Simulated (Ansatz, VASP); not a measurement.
One calculation of Co, two programs

```
Co
1.0
     0.00000    1.77025    1.77025
     1.77025    0.00000    1.77025
     1.77025    1.77025    0.00000
Co
1
Direct
  0.00000 0.00000 0.00000
```

Alike in both runs: task single point; functional PBEsol; k mesh 18 × 18 × 18; occupations fermi-dirac, width 0.1 eV; no spin polarisation.

```csv
,VASP,Ansatz
version,VASP 6.6.1,Ansatz 0.2.0
potentials or method,"VASP PAW PBE potentials, release 64 (Co), cutoff 520 eV","plane waves (420 eV) with PAW, scalar-relativistic"
valence electrons in the cell,9,17
```

```tsv
	VASP	Ansatz	Ansatz less VASP
pressure (GPa)	-25.0	-24.7	+0.25
```

VASP's potentials were made for PBE, not for PBEsol, and Ansatz warns of the same on its side. VASP's potentials hold 9 valence electrons a cell and Ansatz's 17, so a difference there can come from the potentials and not from the codes.
